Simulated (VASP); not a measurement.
Here is a VASP 6.6.1 calculation.

INCAR

```
SYSTEM = SiC
AGGAC    = 1.0          
AGGAX    = 1.0          
ALDAC    = 0.0          
ALDAX    = 1.0          
ALGO     = Normal         ! electronic algorithm
EDIFF    = 1E-6           ! SCF threshold, eV
ENCUT    = 600            ! plane-wave cutoff, eV
GGA      = B5             ! functional
GGA_COMPAT= .FALSE.      
ISIF     = 2              ! what is computed and relaxed
ISMEAR   = -1             ! smearing method
IVDW     = 13             ! dispersion correction
LASPH    = .TRUE.         ! aspherical terms in the spheres
LCHARG   = .FALSE.        ! write CHGCAR
LREAL    = .FALSE.        ! projectors in reciprocal space
LWAVE    = .FALSE.        ! write WAVECAR
NBANDS   = 11             ! bands
NELM     = 120            ! most SCF steps
PREC     = Accurate       ! precision mode
SIGMA    = 0.05           ! smearing width, eV
VDW_A1   = 0.44488865   
VDW_A2   = 4.0933009    
VDW_S6   = 1.0          
VDW_S8   = 2.34076671
```

KPOINTS

```
k-points
0
G
  10 10 10
  0 0 0
```

POSCAR

```
SiC
1.0
    0.0000000000      2.1495504440      2.1495504440
    2.1495504440      0.0000000000      2.1495504440
    2.1495504440      2.1495504440      0.0000000000
Si C
1 1
Direct
    0.0000000000      0.0000000000      0.0000000000
    0.7500000000      0.7500000000      0.7500000000
```

Potentials or basis: VASP PAW PBE potentials, release 64 (Si, C).

Launch:

```bash
$ cat potpaw_PBE.64/Si/POTCAR potpaw_PBE.64/C/POTCAR > POTCAR
$ mpirun -np 1 vasp_std > vasp.out
```

Task: Estimate the band gap on the k mesh.

Result: 1.67 eV, indirect (least direct gap 4.88 eV).

Task: What does it give for the dispersion energy per atom?

Result: -0.664 eV.

 A k mesh can miss the band edges.
